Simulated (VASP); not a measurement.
Runs of VASP 6.6.1 on HfN. The structure is that of space group F-43m (No. 216), or close to it. The cells are those of the table. 

```tsv
cell	gap on the mesh (eV)	pressure (GPa)
a = 3.413 Å, angles 60.0°, 2 atoms	none	0.1
a = 3.483 Å, angles 60.0°, 2 atoms	none	-11.7
a = 3.517 Å, angles 60.0°, 2 atoms	none	-16.3
a = 3.448 Å, angles 60.0°, 2 atoms	none	(b)
a = 3.551 Å, angles 60.0°, 2 atoms	none	(a)
```

Alike in all rows: task single point; level LDA; potentials or basis VASP PAW LDA potentials, release 64 (Hf_pv, N); no spin polarisation; k mesh 10 × 10 × 10; cutoff (eV) 520; smearing fermi-dirac 0.05 eV.

Q: Estimate the missing entries.

A: (a) -20.2; (b) -6.2.

Caveats: spin-orbit coupling is left out, which moves the levels of the heavy elements.

A k mesh can miss the band edges, and the runs leave out spin-orbit coupling on Hf.

A gap of «none» marks levels without a gap at the run's occupations.
